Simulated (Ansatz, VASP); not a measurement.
## NiO: VASP beside Ansatz

```xyz
4
Lattice="-2.1229 -2.1229 4.2491 -4.2491 -2.1229 2.1229 -2.1229 -4.2491 2.1229" Properties=species:S:1:pos:R:3 pbc="T T T"
Ni    0.0000    0.0000    0.0000
Ni   -4.2474   -4.2474    4.2474
O     2.1254    2.1254    2.1271
O    -2.1220   -2.1220    6.3746
```

Alike in both runs: functional PBE; k mesh 10 × 10 × 10; occupations gaussian, width 0.05 eV; collinear spin; Hubbard terms Ni d U = 6.2 eV.

Ansatz relaxed the structure, and its values are those at the end. VASP's run is a single point on that final structure, the one shown.

|  | VASP | Ansatz |
| --- | --- | --- |
| version | VASP 6.6.1 | Ansatz 0.2.0 |
| potentials or method | VASP PAW PBE potentials, release 64 (Ni, O), cutoff 520 eV | scalar-relativistic, plane waves, PAW |
| valence electrons in the cell | 32 | 48 |

VASP gave:

```
gap on the k mesh at the Fermi level (eV)                     : 3.04
least direct gap on the mesh (eV)                             : 3.70
pressure (GPa)                                                : -8.0
net moment per atom (μB)                                      : 0.00
size of the moment on the site where the two differ most (μB) : 1.76
```

**Question.** Estimate Ansatz's values.

**Answer.** gap on the k mesh at the Fermi level (eV): 2.77; least direct gap on the mesh (eV): 3.53; pressure (GPa): 0.0; net moment per atom (μB): 0.00; size of the moment on the site where the two differ most (μB): 1.69.

Site moments also hang on the region over which each program counts them. The programs project onto different local orbitals, so the same U acts differently, and such runs can settle in different states. VASP's potentials hold 32 valence electrons a cell and Ansatz's 48, so a difference there can come from the potentials and not from the codes.
